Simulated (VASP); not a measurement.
Runs of VASP 6.6.1 on SnO2. The cells are those of the table. 

```tsv
cell	gap on the mesh (eV)	pressure (GPa)	largest force (eV/Å)
a = 4.754, b = 4.767, c = 3.205 Å, angles 86.4, 88.3, 89.1°, 6 atoms	0.09	28.0	(b)
a = 4.972, b = 5.197, c = 3.497 Å, angles 92.6, 86.9, 91.1°, 6 atoms	(c)	-23.9	(d)
a = 4.763, b = 4.484, c = 3.450 Å, angles 89.3, 89.0, 92.5°, 6 atoms	0.33	-5.1	2.47
a = 4.798, b = 4.872, c = 3.263 Å, angles 87.9, 89.6, 89.8°, 6 atoms	0.05	(a)	23.30
```

Alike in all rows: task single point; level LDA; potentials or basis VASP PAW LDA potentials, release 64 (Sn_d, O); no spin polarisation; k mesh 6 × 6 × 8; cutoff (eV) 520; smearing gaussian 0.05 eV.

Problem. Fill in the values left out.

Solution. (a) 25.9; (b) 11.55; (c) 0.18; (d) 3.73.

Caveats: spin-orbit coupling is left out, which moves the levels of the heavy elements; forces of over 1 eV/Å act on the atoms, so gaps and moduli don't describe the material at rest.

A k mesh can miss the band edges, and the runs leave out spin-orbit coupling on Sn.
